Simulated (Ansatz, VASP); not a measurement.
Two plane-wave programs on MgO

Contents of INCAR:

```
SYSTEM = MgO
ALGO = Normal
EDIFF = 1E-6
ENCUT = 520
GGA = PE
ISIF = 2
ISMEAR = 0
LASPH = .True.
LCHARG = .False.
LREAL = .False.
LWAVE = .False.
NBANDS = 16
NELM = 60
PREC = Accurate
SIGMA = 0.05
```

File KPOINTS:

```
k-points
0
Gamma
  9 9 6
  0 0 0
```

POSCAR

```
MgO
1.0
    3.6035392320      0.0000000000      0.0000000000
   -1.8017696160      3.1207565184      0.0000000000
    0.0000000000      0.0000000000      4.0414032678
Mg O
2 2
Direct
    0.6778828062      0.3333333333      0.7500000000
    0.3445494728      0.6666666667      0.2500000000
    0.6496275848      0.3333333333      0.2500000000
    0.3162942515      0.6666666667      0.7500000000
```

Input for Ansatz:

```yaml
crystal:
  lattice:
    - [3.603539232, 0.0, 0.0]
    - [-1.801769616, 3.1207565184, 0.0]
    - [0.0, 0.0, 4.0414032678]
  atoms:
    - { symbol: Mg, position: [0.6778828062, 0.3333333333, 0.75] }
    - { symbol: Mg, position: [0.3445494728, 0.6666666667, 0.25] }
    - { symbol: O, position: [0.6496275848, 0.3333333333, 0.25] }
    - { symbol: O, position: [0.3162942515, 0.6666666667, 0.75] }
basis:
  ecutwfc: 520.0
kpoints:
  mp_grid: { grid: [9, 9, 6] }
hamiltonian:
  xc: pbe
  pseudopotentials: { kind: paw, azcp: { folder: soft_1 } }
scf:
  occupations: { method: gaussian, width: 0.05 }
output:
  forces: true
  stress: true
  eigenvalues: true
```

Change from the starting cell: mode 8 frozen in at -0.060 Å, strain +e along z and -e/2 along x and y -0.0467.

Alike in both runs: task single point; functional PBE; k mesh 9 × 9 × 6; occupations gaussian, width 0.05 eV; no spin polarisation.

|  | VASP | Ansatz |
| --- | --- | --- |
| version | VASP 6.6.1 | Ansatz 0.2.0 |
| potentials or method | VASP PAW PBE potentials, release 64 (Mg, O), cutoff 520 eV | scalar-relativistic, plane waves, PAW |
| valence electrons in the cell | 16 | 32 |

|  | VASP | Ansatz | Ansatz less VASP |
| --- | --- | --- | --- |
| gap on the k mesh at the Fermi level (eV) | 3.36 | 3.38 | +0.020 |
| least direct gap on the mesh (eV) | 3.36 | 3.38 | +0.020 |
| pressure (GPa) | 1.9 | 2.5 | +0.58 |
| traceless stress, the component that is largest in VASP (GPa) | 7.50 | 7.55 | +0.050 |
| rms of the force components (eV/Å) | 0.368 | 0.364 | -0.0035 |

Atom by atom the forces differ by 0.004 eV/Å (rms over components). With one functional, cell and mesh, what is left measures potentials, basis and numerics. VASP's potentials hold 16 valence electrons a cell and Ansatz's 32, so a difference there can come from the potentials and not from the codes.
